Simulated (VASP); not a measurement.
# Mg2Si (Fm-3m) in VASP: a series of runs

Aim: see how the results for Mg2Si move with the level of theory and the settings. Levels: PBE, r2SCAN. Tasks: single point.

All numbers are computed with VASP 6.6.1; they aren't measurements. Logs are shortened: lines on timing, memory, paths and dates and some standing lists are left out, and cuts for length are marked.

### 1 The cell of the first run

Symmetry: Fm-3m, No. 225, cubic system. The conventional cell has a = 6.427 Å, b = 6.427 Å, c = 6.427 Å, α = 90.00°, β = 90.00°, γ = 90.00°. Mg (site symmetry -43m) has 4 Si at 2.78 Å and 6 Mg at 3.21 Å within 3.7 Å. Within 3.7 Å of Si (site symmetry m-3m) lie 8 Mg at 2.78 Å.

### 2 Single point, PBE (22.12 Å³/atom)

Input file INCAR:

```
PREC = Accurate
ENCUT = 600
EDIFF = 1E-6
ISMEAR = 0
SIGMA = 0.01
LREAL = F
LASPH = T
NELM = 120
ALGO = Normal
ISIF = 2
LWAVE = F
LCHARG = T
GGA = PE
LELF = T
LVHAR = T
NBANDS = 11
GGA_COMPAT = F
```

Input file KPOINTS:

```
regular mesh
0
Gamma
  6 6 6
```

Input file POSCAR:

```
Mg2Si
1.0
    0.0000000000      3.2135117268      3.2135117268
    3.2135117268      0.0000000000      3.2135117268
    3.2135117268      3.2135117268      0.0000000000
Mg Si
2 1
Direct
    0.2500000000      0.2500000000      0.2500000000
    0.7500000000      0.7500000000      0.7500000000
    0.0000000000      0.0000000000      0.0000000000
```

Potentials or basis: VASP PAW PBE potentials, release 64 (Mg, Si).

Started as:

```
$ cat potpaw_PBE.64/Mg/POTCAR potpaw_PBE.64/Si/POTCAR > POTCAR
$ mpirun -np 1 vasp_std > vasp.out
```

OUTCAR:

```text
PREC = Accurate
   ENCUT = 600
   EDIFF = 1E-6
   ISMEAR = 0
   LREAL = F
   LASPH = T
   NELM = 120
   ISIF = 2
   GGA = PE

 ion  position               nearest neighbor table
   1  0.250  0.250  0.250-   3 2.78   3 2.78   3 2.78   3 2.78   2 3.21   2 3.21   2 3.21   2 3.21
                             2 3.21   2 3.21
   2  0.750  0.750  0.750-   3 2.78   3 2.78   3 2.78   3 2.78   1 3.21   1 3.21   1 3.21   1 3.21
                             1 3.21   1 3.21
   3  0.000  0.000  0.000-   2 2.78   2 2.78   2 2.78   1 2.78   2 2.78   1 2.78   1 2.78   1 2.78

  LATTYP: Found a face centered cubic cell.
 ALAT       =     6.4270234536

  Lattice vectors:

 A1 = (   0.0000000000,   3.2135117268,   3.2135117268)
 A2 = (   3.2135117268,   0.0000000000,   3.2135117268)
 A3 = (   3.2135117268,   3.2135117268,   0.0000000000)

Analysis of symmetry for initial positions (statically):
=====================================================================
 Subroutine PRICEL returns:
 Original cell was already a primitive cell.

 Routine SETGRP: Setting up the symmetry group for a
 face centered cubic supercell.

 Subroutine GETGRP returns: Found 48 space group operations
 (whereof 48 operations were pure point group operations)
 out of a pool of 48 trial point group operations.

The static configuration has the point symmetry O_h .

Analysis of symmetry for dynamics (positions and initial velocities):
=====================================================================
 Subroutine PRICEL returns:
 Original cell was already a primitive cell.

 Routine SETGRP: Setting up the symmetry group for a
 face centered cubic supercell.

 Subroutine GETGRP returns: Found 48 space group operations
 (whereof 48 operations were pure point group operations)
 out of a pool of 48 trial point group operations.

The dynamic configuration has the point symmetry O_h .

 Subroutine INISYM returns: Found 48 space group operations
 (whereof 48 operations are pure point group operations),
 and found     1 'primitive' translations

----------------------------------------------------------------------------------------

                                     Primitive cell

  volume of cell :      66.3697

  direct lattice vectors                    reciprocal lattice vectors
     0.000000000  3.213511727  3.213511727    -0.155593022  0.155593022  0.155593022
     3.213511727  0.000000000  3.213511727     0.155593022 -0.155593022  0.155593022
     3.213511727  3.213511727  0.000000000     0.155593022  0.155593022 -0.155593022

  length of vectors
     4.544591867  4.544591867  4.544591867     0.269495019  0.269495019  0.269495019

  position of ions in fractional coordinates (direct lattice)
     0.250000000  0.250000000  0.250000000
     0.750000000  0.750000000  0.750000000
     0.000000000  0.000000000  0.000000000

  ion indices of the primitive-cell ions
   primitive index   ion index
                 1           1
                 2           2
                 3           3

----------------------------------------------------------------------------------------

 KPOINTS: regular mesh

Automatic generation of k-mesh.
 Grid dimensions read from file:
 generate k-points for:    6    6    6

 Generating k-lattice:

  Cartesian coordinates                     Fractional coordinates (reciprocal lattice)
    -0.025932170  0.025932170  0.025932170     0.166666667  0.000000000  0.000000000
     0.025932170 -0.025932170  0.025932170     0.000000000  0.166666667  0.000000000
     0.025932170  0.025932170 -0.025932170     0.000000000  0.000000000  0.166666667

  Length of vectors
     0.044915836  0.044915836  0.044915836

  Shift w.r.t. Gamma in fractional coordinates (k-lattice)
     0.000000000  0.000000000  0.000000000

 Subroutine IBZKPT returns following result:
 ===========================================

 Found     16 irreducible k-points:

 Following reciprocal coordinates:
            Coordinates               Weight
  0.000000  0.000000  0.000000      1.000000
  0.166667  0.000000  0.000000      8.000000
  0.333333  0.000000  0.000000      8.000000
  0.500000  0.000000  0.000000      4.000000
  0.166667  0.166667  0.000000      6.000000
  0.333333  0.166667  0.000000     24.000000
[... 8 lines left out ...]
 -0.333333  0.333333  0.166667     24.000000
 -0.333333  0.500000  0.166667     12.000000
   k-points           NKPTS =     16   k-points in BZ     NKDIM =     16   number of bands    NBANDS=     11
   number of dos      NEDOS =    301   number of ions     NIONS =      3
   total plane-waves  NPLWV =  46656
   dimension x,y,z NGX =    36 NGY =   36 NGZ =   36
   dimension x,y,z NGXF=    72 NGYF=   72 NGZF=   72
   ions per type =               2   1
   NGX,Y,Z   is equivalent  to a cutoff of  13.17, 13.17, 13.17 a.u.
   NGXF,Y,Z  is equivalent  to a cutoff of  26.34, 26.34, 26.34 a.u.
 SYSTEM =  unknown system
   PREC   = accura    normal or accurate (medium, high low for compatibility)
   ISTART =      0    job   : 0-new  1-cont  2-samecut
   ICHARG =      2    charge: 1-file 2-atom 10-const
   ISPIN  =      1    spin polarized calculation?
   LNONCOLLINEAR =      F non collinear calculations
   LSORBIT =      F    spin-orbit coupling
   LASPH  =      T    aspherical Exc in radial PAW
   ENCUT  =  600.0 eV  44.10 Ry    6.64 a.u.   9.08  9.08  9.08*2*pi/ulx,y,z
   NELM   =    120;   NELMIN=  2; NELMDL= -5     # of ELM steps
   EDIFF  = 0.1E-05   stopping-criterion for ELM
   LREAL  =      F    real-space projection
   EDIFFG = 0.1E-04   stopping-criterion for IOM
   NSW    =      0    number of steps for IOM
   IBRION =     -1    ionic relax: 0-MD 1-quasi-New 2-CG
   NFREE  =      0    steps in history (QN), initial steepest desc. (CG)
   ISIF   =      2    stress and relaxation
   ISYM   =      2    0-nonsym 1-usesym 2-fastsym
   POTIM  = 0.5000    time-step for ionic-motion
   TEBEG  =    0.0;   TEEND  =   0.0 temperature during run
   PSTRESS=    0.0 pullay stress
   NELECT =       8.0000    total number of electrons
   NUPDOWN=      -1.0000    fix difference up-down
   EMIN   =  10.00;   EMAX   =-10.00  energy-range for DOS
   EFERMI =   0.00;   METHOD = LEGACY
   ISMEAR =     0;   SIGMA  =   0.01  broadening in eV -4-tet -1-fermi 0-gaus
   EFERMI_NEDOS =   21; number of points for ismear=-14 and -15
   IALGO  =     38    algorithm
   IMIX   =      4    mixing-type and parameters
     AMIX     =   0.40;   BMIX     =  1.00
     AMIX_MAG =   1.60;   BMIX_MAG =  1.00
  volume/ion in A,a.u.               =      22.12       149.29
  Fermi-wavevector in a.u.,A,eV,Ry     =   0.808689  1.528201  8.897912  0.653978
  Thomas-Fermi vector in A             =   1.917541
   LORBIT       =      0    0 simple, 1 ext, 2 COOP (PROOUT), +10 PAW based schemes
   GGA     = PE    functional components
   LHFCALC =     F    Hartree Fock is set to
   AEXX    =    0.0000 exact exchange contribution
   IVDW    =     0    specifies the selected vdW correction
   LEPSILON=     F    determine dielectric tensor
   LRPA    =     F    only Hartree local field effects (RPA)
 non-spin polarized calculation
 Gauss-broadening in eV      SIGMA  =   0.01
  energy-cutoff  :      600.00
  volume of cell :       66.37
 maximum number of plane-waves:      2252
   NGX = 19   NGY = 19   NGZ = 19

 number of electron       8.0000000 magnetization

 Free energy of the ion-electron system (eV)
  ---------------------------------------------------
  ext. energy  EPLUGINS =         0.00000000
  ---------------------------------------------------
  free energy    TOTEN  =        -8.88497409 eV

  energy without entropy =       -8.88497409  energy(sigma->0) =       -8.88497409

 E-fermi :   3.4616     XC(G=0):  -8.6660

 val. band max:        3.3868653293   @ k =   0.0000   0.0000   0.0000
 cond. band min:       3.6291313221   @ k =   0.5000   0.5000   0.0000
 fundamental gap:      0.2422659928
 Fermi energy:         3.4615951356

 k-point     1 :       0.0000    0.0000    0.0000
  band No.  band energies     occupation
      1      -5.5725      2.00000
      2       3.3869      2.00000
      3       3.3869      2.00000
      4       3.3869      2.00000
      5       5.0523      0.00000
      6       5.9001      0.00000
      7       5.9001      0.00000
      8       5.9001      0.00000
      9       8.9879      0.00000
     10       8.9879      0.00000
     11       9.5149      0.00000

 k-point     2 :       0.1667    0.0000    0.0000
  band No.  band energies     occupation
      1      -5.3341      2.00000
      2       1.6988      2.00000
      3       3.1446      2.00000
      4       3.1446      2.00000
      5       5.1765      0.00000
      6       6.2958      0.00000
      7       6.2958      0.00000
      8       7.0400      0.00000
      9       8.2322      0.00000
     10       8.2322      0.00000
     11       9.7528      0.00000

 k-point     3 :       0.3333    0.0000    0.0000
  band No.  band energies     occupation
      1      -4.7018      2.00000
      2      -0.2909      2.00000
      3       2.8185      2.00000
      4       2.8185      2.00000
      5       4.6903      0.00000
      6       6.1676      0.00000
      7       6.1676      0.00000
      8       8.4992      0.00000
      9       9.0705      0.00000
     10       9.0705      0.00000
     11       9.6906      0.00000

 k-point     4 :       0.5000    0.0000    0.0000
  band No.  band energies     occupation
      1      -4.2089      2.00000
      2      -1.2612      2.00000
      3       2.6974      2.00000
      4       2.6974      2.00000
      5       4.5058      0.00000
      6       5.9160      0.00000
      7       5.9160      0.00000
      8       8.3073      0.00000
      9      11.2768      0.00000
     10      11.2768      0.00000
     11      11.3609      0.00000

 k-point     5 :       0.1667    0.1667    0.0000
  band No.  band energies     occupation
      1      -5.2540      2.00000
      2       1.9139      2.00000
      3       2.6414      2.00000
      4       2.6414      2.00000
      5       5.0867      0.00000
      6       6.0528      0.00000
      7       7.0820      0.00000
      8       7.0820      0.00000
      9       7.5104      0.00000
     10       9.3815      0.00000
     11      10.9889      0.00000
[... 99 lines left out ...]
 k-point    13 :       0.5000    0.5000    0.0000
  band No.  band energies     occupation
      1      -3.6771      2.00000
      2      -0.9584      2.00000
      3       1.4889      2.00000
      4       1.4889      2.00000
      5       3.6291      0.00000
      6       3.7363      0.00000
      7      11.1078      0.00000
      8      11.1078      0.00000
      9      11.6150      0.00000
     10      11.6150      0.00000
     11      11.8698      0.00000

 k-point    14 :       0.5000    0.3333    0.1667
  band No.  band energies     occupation
      1      -4.1976      2.00000
      2      -0.1793      2.00000
      3       0.7948      2.00000
      4       1.8410      2.00000
      5       5.6106      0.00000
      6       5.7395      0.00000
      7       6.5536      0.00000
      8       8.9722      0.00000
      9       9.4390      0.00000
     10      10.9853      0.00000
     11      12.5171      0.00000

 k-point    15 :      -0.3333    0.3333    0.1667
  band No.  band energies     occupation
      1      -3.8095      2.00000
      2      -0.6148      2.00000
      3       0.3719      2.00000
      4       1.4809      2.00000
      5       5.6335      0.00000
      6       6.0586      0.00000
      7       7.6823      0.00000
      8       8.2250      0.00000
      9       9.1665      0.00000
     10      11.2907      0.00000
     11      12.2396      0.00000

 k-point    16 :      -0.3333    0.5000    0.1667
  band No.  band energies     occupation
      1      -3.6444      2.00000
      2      -0.5909      2.00000
      3       0.4523      2.00000
      4       0.9418      2.00000
      5       5.1197      0.00000
      6       5.4321      0.00000
      7       8.3117      0.00000
      8       8.4090      0.00000
      9      11.3512      0.00000
     10      11.6635      0.00000
     11      11.8620      0.00000

------------------------ aborting loop because EDIFF is reached ----------------------------------------

  FORCE on cell =-STRESS in cart. coord.  units (eV):
  Direction    XX          YY          ZZ          XY          YZ          ZX
  --------------------------------------------------------------------------------------
  -------------------------------------------------------------------------------------
  Total       -0.6800443     -0.6800443     -0.6800443     -0.0000000     -0.0000000      0.0000000
  in kB      -16.4164069    -16.4164069    -16.4164069     -0.0000000     -0.0000000      0.0000000
  external PRESSURE =     -16.4164069 kB  Pullay stress =       0.0000000 kB

 VOLUME and BASIS-vectors are now :
 -----------------------------------------------------------------------------
  energy-cutoff  :      600.00
  volume of cell :       66.37
      direct lattice vectors                 reciprocal lattice vectors
     0.000000000  3.213511727  3.213511727    -0.155593022  0.155593022  0.155593022
     3.213511727  0.000000000  3.213511727     0.155593022 -0.155593022  0.155593022
     3.213511727  3.213511727  0.000000000     0.155593022  0.155593022 -0.155593022

 POSITION                                       TOTAL-FORCE (eV/Angst)
 -----------------------------------------------------------------------------------
      1.60676      1.60676      1.60676         0.000000      0.000000      0.000000
      4.82027      4.82027      4.82027        -0.000000     -0.000000     -0.000000
      0.00000      0.00000      0.00000        -0.000000     -0.000000      0.000000
 -----------------------------------------------------------------------------------
    total drift:                               -0.000000     -0.000000     -0.000000

  FREE ENERGIE OF THE ION-ELECTRON SYSTEM (eV)
  ---------------------------------------------------
  free  energy   TOTEN  =        -8.8849740892 eV

  energy  without entropy=       -8.8849740892  energy(sigma->0) =       -8.88497409
```

It took 12 s on 1 thread of Intel Xeon Platinum 8559C (Emerald Rapids), shared host; peak memory 0.2 GiB.

What came out:

```
Free energy            : -8.8850 eV
Pressure               : -1.6 GPa
Band gap on the k mesh : 0.24 eV (least direct gap 1.67 eV)
```

A k mesh can miss the band edges.

### 3 Single point, PBE (22.77 Å³/atom)

This run uses another cell than the first one, of 22.77 Å³/atom.

Input file INCAR:

```
SYSTEM = Mg2Si
PREC = Accurate ; ENCUT = 600
EDIFF = 1E-6 ; ISMEAR = 0
SIGMA = 0.01 ; LREAL = .FALSE.
LASPH = .TRUE. ; NELM = 120
ALGO = Normal ; ISIF = 2
LWAVE = .FALSE. ; LCHARG = .FALSE.
GGA = PE ; NBANDS = 11
GGA_COMPAT = .FALSE.
```

Input file KPOINTS:

```
Automatic mesh
0
G
  6 6 6
  0 0 0
```

Input file POSCAR:

```
Mg2Si
1.0
    0.0000000000      3.2444127737      3.2444127737
    3.2444127737      0.0000000000      3.2444127737
    3.2444127737      3.2444127737      0.0000000000
Mg Si
2 1
Direct
    0.2500000000      0.2500000000      0.2500000000
    0.7500000000      0.7500000000      0.7500000000
    0.0000000000      0.0000000000      0.0000000000
```

Potentials or basis: VASP PAW PBE potentials, release 64 (Mg, Si).

Started as:

```
$ cat potpaw_PBE.64/Mg/POTCAR potpaw_PBE.64/Si/POTCAR > POTCAR
$ mpirun -np 1 vasp_std > vasp.out
```

Wall time 14 s (1 thread of Intel Xeon Platinum 8559C (Emerald Rapids), shared host); peak memory 0.24 GiB.

The run converged. Its results:

```
Free energy            : -8.8571 eV
Pressure               : -2.9 GPa
Band gap on the k mesh : 0.27 eV (least direct gap 1.50 eV)
```

Levels at points of the mesh, in eV from the valence-band top:
```csv
k point,band 1,band 2,band 3,band 4,band 5,band 6,band 7,band 8
"(0.00, 0.00, 0.00)",-8.84,0.00,0.00,0.00,1.50,2.47,2.47,2.47
"(0.50, 0.00, 0.00)",-7.53,-4.56,-0.68,-0.68,1.01,2.51,2.51,4.85
"(0.50, 0.50, 0.00)",-7.01,-4.28,-1.86,-1.86,0.27,0.31,7.56,7.56
```

### 4 Single point, r2SCAN (19.94 Å³/atom)

This run uses another cell than the first one, of 19.94 Å³/atom.

Input file POSCAR:

```
Mg2Si
1.0
    0.0000000000      3.1042795294      3.1042795294
    3.1042795294      0.0000000000      3.1042795294
    3.1042795294      3.1042795294      0.0000000000
Mg Si
2 1
Direct
    0.2500000000      0.2500000000      0.2500000000
    0.7500000000      0.7500000000      0.7500000000
    0.0000000000      0.0000000000      0.0000000000
```

Input file INCAR.step1:

```
SYSTEM = Mg2Si
  PREC = Accurate
  ENCUT = 660
  ISMEAR = 0
  SIGMA = 0.01
  LREAL = .False.
  LASPH = .True.
  NELM = 120
  NBANDS = 11
  GGA = PE
  ALGO = Normal
  EDIFF = 1E-5
  LWAVE = .True.
  LCHARG = .False.
  GGA_COMPAT = .False.
```

Input file INCAR.step2:

```
SYSTEM = Mg2Si
  PREC = Accurate
  ENCUT = 660
  EDIFF = 1E-6
  ISMEAR = 0
  SIGMA = 0.01
  LREAL = .False.
  LASPH = .True.
  NELM = 120
  ALGO = Normal
  ISIF = 2
  LWAVE = .False.
  LCHARG = .True.
  METAGGA = R2SCAN
  LMIXTAU = .True.
  LELF = .True.
  LVHAR = .True.
  NBANDS = 11
  ISTART = 1
  GGA_COMPAT = .False.
```

Input file KPOINTS:

```
Automatic mesh
0
Gamma
  6 6 6
  0 0 0
```

Started as:

```
$ cat potpaw_PBE.64/Mg/POTCAR potpaw_PBE.64/Si/POTCAR > POTCAR
$ cp INCAR.step1 INCAR
$ mpirun -np 1 vasp_std > vasp.out
$ cp INCAR.step2 INCAR
$ mpirun -np 1 vasp_std > vasp.out
```

Run time: 56 s. Hardware: 1 thread of Intel Xeon Platinum 8559C (Emerald Rapids), shared host; peak memory 0.25 GiB.

The run converged. Its results:

```
Free energy            : -17.6304 eV
Pressure               : 3.8 GPa
Band gap on the k mesh : 0.37 eV (least direct gap 2.50 eV)
```

Levels at points of the mesh, in eV from the valence-band top:
| k point | band 1 | band 2 | band 3 | band 4 | band 5 | band 6 | band 7 | band 8 | band 9 |
| --- | --- | --- | --- | --- | --- | --- | --- | --- | --- |
| (0.00, 0.00, 0.00) | -9.83 | 0.00 | 0.00 | 0.00 | 2.90 | 2.93 | 2.93 | 2.93 | 6.03 |
| (0.50, 0.00, 0.00) | -8.21 | -5.12 | -0.76 | -0.76 | 2.00 | 2.86 | 2.86 | 5.80 | 8.70 |
| (0.50, 0.50, 0.00) | -7.58 | -4.72 | -2.13 | -2.13 | 0.37 | 0.85 | 9.07 | 9.07 | 9.31 |

Caveat: the cell stands under pressure; the PAW data sets were made with another functional, which shifts forces and pressure a little. A k mesh can miss the band edges.

### 5 Single point, r2SCAN (20.58 Å³/atom)

This run uses another cell than the first one, of 20.58 Å³/atom.

Input file POSCAR:

```
Mg2Si
1.0
    0.0000000000      3.1369585575      3.1369585575
    3.1369585575      0.0000000000      3.1369585575
    3.1369585575      3.1369585575      0.0000000000
Mg Si
2 1
Direct
    0.2500000000      0.2500000000      0.2500000000
    0.7500000000      0.7500000000      0.7500000000
    0.0000000000      0.0000000000      0.0000000000
```

Input file INCAR.step1:

```
SYSTEM = Mg2Si
PREC = Accurate
ENCUT = 660
ISMEAR = 0
SIGMA = 0.01
LREAL = .FALSE.
LASPH = .TRUE.
NELM = 120
NBANDS = 11
GGA = PE
ALGO = Normal
EDIFF = 1E-5
LWAVE = .TRUE.
LCHARG = .FALSE.
GGA_COMPAT = .FALSE.
```

Input file INCAR.step2:

```
SYSTEM = Mg2Si
PREC = Accurate
ENCUT = 660
EDIFF = 1E-6
ISMEAR = 0
SIGMA = 0.01
LREAL = .FALSE.
LASPH = .TRUE.
NELM = 120
ALGO = Normal
ISIF = 2
LWAVE = .FALSE.
LCHARG = .FALSE.
METAGGA = R2SCAN
LMIXTAU = .TRUE.
NBANDS = 11
ISTART = 1
GGA_COMPAT = .FALSE.
```

Input file KPOINTS:

```
regular mesh
0
G
  6 6 6
  0 0 0
```

Started as:

```
$ cat potpaw_PBE.64/Mg/POTCAR potpaw_PBE.64/Si/POTCAR > POTCAR
$ cp INCAR.step1 INCAR
$ mpirun -np 1 vasp_std > vasp.out
$ cp INCAR.step2 INCAR
$ mpirun -np 1 vasp_std > vasp.out
```

Run time: 58 s. Hardware: 1 thread of Intel Xeon Platinum 8559C (Emerald Rapids), shared host; peak memory 0.25 GiB.

The run converged. Its results:

```yaml
Free_energy: -17.6620 eV
Pressure: 1.6 GPa
Band_gap_on_the_k_mesh: 0.41 eV (least direct gap 2.49 eV)
```

Levels at points of the mesh, in eV from the valence-band top:
| k point | band 1 | band 2 | band 3 | band 4 | band 5 | band 6 | band 7 | band 8 | band 9 |
| --- | --- | --- | --- | --- | --- | --- | --- | --- | --- |
| (0.00, 0.00, 0.00) | -9.68 | 0.00 | 0.00 | 0.00 | 2.69 | 2.89 | 2.89 | 2.89 | 6.00 |
| (0.50, 0.00, 0.00) | -8.13 | -5.01 | -0.75 | -0.75 | 1.86 | 2.84 | 2.84 | 5.72 | 8.61 |
| (0.50, 0.50, 0.00) | -7.52 | -4.64 | -2.08 | -2.08 | 0.41 | 0.80 | 8.87 | 8.87 | 9.16 |

Caveat: the PAW data sets were made with another functional, which shifts forces and pressure a little.

(Part 1 of 2 ends here.)
